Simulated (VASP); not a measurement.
Set up this calculation in VASP 6.6.1, as the native input.

| Quantity | Value |
| --- | --- |
| Task | relaxation of cell and atoms |
| Functional | PBE |
| Potentials or basis | VASP PAW PBE potentials, release 64 (Cs_sv, B) |
| Cutoff | 600 eV |
| k mesh | 6 × 6 × 6 |
| Occupations | gaussian, width 0.1 eV |
| Spin | no spin polarisation |
| Dipole correction | no |
| Further INCAR settings | ALGO = Normal; EDIFF = 1e-06; IBRION = 2; EDIFFG = -0.01; NSW = 100; ISIF = 3 |

The structure of Cs3B4 lies in POSCAR:

```
Cs3B4
1.0
    5.9785347118      0.0000000000      0.0000000000
    0.0000000000      5.9785347118      0.0000000000
    0.0000000000      0.0000000000      5.9785347118
Cs B
3 4
Direct
    0.0000000000      0.0000000000      0.5000000000
    0.5000000000      0.0000000000      0.0000000000
    0.0000000000      0.5000000000      0.0000000000
    0.6024785446      0.6024785446      0.6024785446
    0.3975214554      0.3975214554      0.6024785446
    0.3975214554      0.6024785446      0.3975214554
    0.6024785446      0.3975214554      0.3975214554
```

The cell was generated, and may not be a known phase.

One way to write it, as run:

INCAR

```
  PREC = Accurate
  ENCUT = 600
  EDIFF = 1E-6
  ISMEAR = 0
  SIGMA = 0.1
  LREAL = False
  LASPH = True
  NELM = 100
  ALGO = Normal
  ISIF = 3
  LWAVE = False
  LCHARG = False
  GGA = PE
  IBRION = 2
  NSW = 100
  EDIFFG = -0.01
```

KPOINTS

```
regular mesh
0
Gamma
  6 6 6
```

Potentials or basis: VASP PAW PBE potentials, release 64 (Cs_sv, B).

Run with:

```console
$ cat potpaw_PBE.64/Cs_sv/POTCAR potpaw_PBE.64/B/POTCAR > POTCAR
$ mpirun -np 1 vasp_std > vasp.out
```

It gave:

| Quantity | Value |
| --- | --- |
| Relaxed volume | 30.78 Å³/atom |
| Relaxed cell | a = 5.995 Å, b = 5.995 Å, c = 5.995 Å, α = 90.00°, β = 90.00°, γ = 90.00° |
| Space group after relaxing (to 0.1 Å) | P-43m (No. 215) |
| Energy gained by relaxing | 0.1 meV/atom |
| Ionic steps | 5 |
| Pressure after relaxing | 0.0 GPa |

Caveat: the highest band is partly filled, so the run has too few bands.

It took 2.9 min on 1 thread of Intel(R) Xeon(R) 6975P-C (Granite Rapids), on a shared host, peak memory 0.39 GiB.
